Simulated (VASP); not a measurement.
Set up this calculation in VASP 6.6.1, as the native input.

```yaml
Task: single point
Functional: PBEsol
Potentials_or_basis: VASP PAW PBE potentials, release 64 (P)
Cutoff: 520 eV
k_mesh: 17 × 17 × 17
Occupations: fermi-dirac, width 0.1 eV
Spin: no spin polarisation
Dipole_correction: no
Further_INCAR_settings: ALGO = Normal; EDIFF = 1e-07; NBANDS = 8
```

The structure of P lies in POSCAR:

```
P
1.0
    0.0000000000      1.4634183095      1.4634183095
    1.4634183095      0.0000000000      1.4634183095
    1.4634183095      1.4634183095      0.0000000000
P
1
Direct
    0.0000000000      0.0000000000      0.0000000000
```

This cell differs from its parent crystal: volume scaled by 0.45.

These files were run (other wordings do the same):

INCAR

```
SYSTEM = P
  PREC = Accurate
  ENCUT = 520
  EDIFF = 1E-7
  ISMEAR = -1
  SIGMA = 0.1
  LREAL = .FALSE.
  LASPH = .TRUE.
  NELM = 100
  ALGO = Normal
  ISIF = 2
  LWAVE = .FALSE.
  LCHARG = .FALSE.
  GGA = PS
  NBANDS = 8
```

KPOINTS

```
Automatic mesh
0
G
  17 17 17
  0 0 0
```

Potentials or basis: VASP PAW PBE potentials, release 64 (P).

Command:

```sh
$ cat potpaw_PBE.64/P/POTCAR > POTCAR
$ mpirun -np 1 vasp_std > vasp.out
```

It gave:

```yaml
Pressure: 392.2 GPa
```

Caveat: the PAW data sets were made with another functional, which shifts forces and pressure a little.

It took 12 s on 1 thread of AMD EPYC 7R13, with other jobs on the host, peak memory 0.08 GiB.
